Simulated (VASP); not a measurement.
Set up this calculation in VASP 6.6.1, as the native input.

* Task: single point
* Functional: PBEsol
* Potentials or basis: VASP PAW PBE potentials, release 64 (Sn_d, Se)
* Cutoff: 520 eV
* k mesh: 6 × 6 × 3
* Occupations: fermi-dirac, width 0.05 eV
* Spin: no spin polarisation
* Dipole correction: no
* Further INCAR settings: ALGO = Normal; EDIFF = 1e-06; NBANDS = 28

The structure of SnSe lies in POSCAR:

```
SnSe
1.0
    4.2274104894      0.0000000000      0.0000000000
    0.0000000000      4.2274104894      0.0000000000
    0.0000000000      0.0000000000     10.8421510545
Sn Se
2 2
Direct
    0.0000000000      0.5000000000      0.6277708900
    0.5000000000      0.0000000000      0.3722291100
    0.0000000000      0.5000000000      0.3839605100
    0.5000000000      0.0000000000      0.6160394900
```

This cell differs from its parent crystal: volume scaled by 0.96.

These files were run (other wordings do the same):

INCAR

```
PREC = Accurate
ENCUT = 520
EDIFF = 1E-6
ISMEAR = -1
SIGMA = 0.05
LREAL = False
LASPH = True
NELM = 60
ALGO = Normal
ISIF = 2
LWAVE = False
LCHARG = False
GGA = PS
NBANDS = 28
```

KPOINTS

```
regular mesh
0
Gamma
  6 6 3
```

Potentials or basis: VASP PAW PBE potentials, release 64 (Sn_d, Se).

Launch:

```console
$ cat potpaw_PBE.64/Sn_d/POTCAR potpaw_PBE.64/Se/POTCAR > POTCAR
$ mpirun -np 1 vasp_std > vasp.out
```

It gave:

* Largest force: 0.330 eV/Å
* Band gap on the k mesh: 1.42 eV, direct

Caveat: the PAW data sets were made with another functional, which shifts forces and pressure a little; spin-orbit coupling is left out, which moves the levels of the heavy elements.

Run time: 81 s on 1 thread of AMD EPYC 7R13 Processor (Zen 3), with other jobs on the host, peak memory 0.29 GiB.
